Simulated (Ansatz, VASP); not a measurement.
One calculation of BN, two programs

The input INCAR:

```
SYSTEM = BN
  ALGO = Normal
  EDIFF = 1E-6
  ENCUT = 520
  GGA = PS
  ISIF = 2
  ISMEAR = 0
  LASPH = .TRUE.
  LCHARG = .FALSE.
  LREAL = .FALSE.
  LWAVE = .FALSE.
  NBANDS = 11
  NELM = 100
  PREC = Accurate
  SIGMA = 0.05
```

The input KPOINTS:

```
k-points
0
G
  12 12 12
  0 0 0
```

File POSCAR:

```
BN
1.0
    0.0000000000      3.4953158300      2.1660912400
    1.2516321000      0.0000000000      2.1660912400
    1.2516321000      3.4953158300      0.0000000000
B N
1 1
Direct
    0.0519855204      0.0519855204      0.9480144796
    0.6666513400      0.6666513400      0.3333486600
```

Input for Ansatz:

```yaml
crystal:
  lattice:
    - [0.0, 3.49531583, 2.16609124]
    - [1.2516321, 0.0, 2.16609124]
    - [1.2516321, 3.49531583, 0.0]
  atoms:
    - { symbol: B, position: [0.0519855204, 0.0519855204, 0.9480144796] }
    - { symbol: "N", position: [0.66665134, 0.66665134, 0.33334866] }
basis:
  ecutwfc: 420
kpoints:
  mp_grid: { grid: [12, 12, 12] }
hamiltonian:
  xc: pbesol
scf:
  occupations: { method: gaussian, width: 0.05 }
output:
  forces: true
  stress: true
  eigenvalues: true
```

Change from the starting cell: all B atoms moved +0.225 Å, as atom 1 along Cartesian [0 0 1].

Alike in both runs: task single point; functional PBEsol; k mesh 12 × 12 × 12; occupations gaussian, width 0.05 eV; no spin polarisation.

|  | VASP | Ansatz |
| --- | --- | --- |
| version | VASP 6.6.1 | Ansatz 0.2.0 |
| potentials or method | VASP PAW PBE potentials, release 64 (B, N), cutoff 520 eV | scalar-relativistic, plane waves, PAW |
| valence electrons in the cell | 8 | 8 |

|  | VASP | Ansatz | Ansatz less VASP |
| --- | --- | --- | --- |
| gap on the k mesh at the Fermi level (eV) | 2.77 | 2.78 | +0.011 |
| least direct gap on the mesh (eV) | 3.56 | 3.57 | +0.004 |
| pressure (GPa) | 14.7 | 14.6 | -0.07 |
| traceless stress, the component that is largest in VASP (GPa) | 28.79 | 28.50 | -0.282 |
| rms of the force components (eV/Å) | 3.510 | 3.515 | +0.0051 |

VASP's potentials were made for PBE, not for PBEsol. Atom by atom the forces differ by 0.005 eV/Å (rms over components). The functional is the same, so the differences come from potentials, cutoffs and numerics.
